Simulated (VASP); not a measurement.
Set up this calculation in VASP 6.6.1, as the native input.

```
Task                               : single point
Functional                         : HSE06
Potentials or basis                : VASP PAW PBE potentials, release 64 (Sr_sv, Cl)
Cutoff                             : 400 eV
k mesh                             : 6 × 6 × 4
Occupations                        : gaussian, width 0.01 eV
Spin                               : no spin polarisation
Dipole correction                  : no
Grid for exact exchange (PRECFOCK) : Normal
Further INCAR settings             : ALGO = Normal; EDIFF = 1e-06; NBANDS = 19
Share of exact exchange            : 0.25
Screening parameter                : 0.2079 1/Å
```

SrCl2:

```
Sr Cl
1.0
     4.58354    0.00000    0.00000
    -2.29177    3.96946    0.00000
     0.00000    0.00000    5.81991
Sr Cl
1 2
Cartesian
  0.0000 0.0000 0.0000
  0.0000 2.6463 1.3105
  2.2918 1.3232 4.5094
```

This cell differs from its parent crystal: strain +4.0%.

The input as run:

POSCAR

```
SrCl2
1.0
    4.5835388809      0.0000000000      0.0000000000
   -2.2917694404      3.9694611101      0.0000000000
    0.0000000000      0.0000000000      5.8199075188
Sr Cl
1 2
Direct
    0.0000000000      0.0000000000      0.0000000000
    0.3333333333      0.6666666667      0.2251751497
    0.6666666667      0.3333333333      0.7748248503
```

INCAR.step1

```
SYSTEM = SrCl2
ALGO = Normal
EDIFF = 1E-5
ENCUT = 400
GGA = PE
GGA_COMPAT = .False.
ISIF = 2
ISMEAR = 0
KPAR = 4
LASPH = .True.
LCHARG = .False.
LREAL = .False.
LWAVE = .True.
NBANDS = 19
NELM = 120
PREC = Accurate
SIGMA = 0.01
```

INCAR.step2

```
SYSTEM = SrCl2
ALGO = Normal
EDIFF = 1E-6
ENCUT = 400
GGA = PE
GGA_COMPAT = .False.
HFSCREEN = 0.2079
ISIF = 2
ISMEAR = 0
ISTART = 1
KPAR = 4
LASPH = .True.
LCHARG = .False.
LHFCALC = .True.
LREAL = .False.
LWAVE = .False.
NBANDS = 19
NELM = 120
PREC = Accurate
PRECFOCK = Normal
SIGMA = 0.01
```

KPOINTS

```
k-points
0
Gamma
  6 6 4
  0 0 0
```

Potentials or basis: VASP PAW PBE potentials, release 64 (Sr_sv, Cl).

The run is started by

```bash
$ cat potpaw_PBE.64/Sr_sv/POTCAR potpaw_PBE.64/Cl/POTCAR > POTCAR
$ cp INCAR.step1 INCAR
$ mpirun -np 4 vasp_std > vasp.out
$ cp INCAR.step2 INCAR
$ mpirun -np 4 vasp_std > vasp.out
```

It gave:

* Pressure: -0.9 GPa
* Largest force: 0.022 eV/Å
* Band gap on the k mesh: 6.23 eV

Caveat: the cell differs from its parent crystal (strain +4.0%); the PAW data sets were made with another functional, which shifts forces and pressure a little.

Wall time 20 min on 4 MPI ranks on Intel(R) Xeon(R) Platinum 8175M CPU @ 2.50GHz (Skylake/Cascade Lake), on a shared host, peak memory 0.32 GiB a rank.
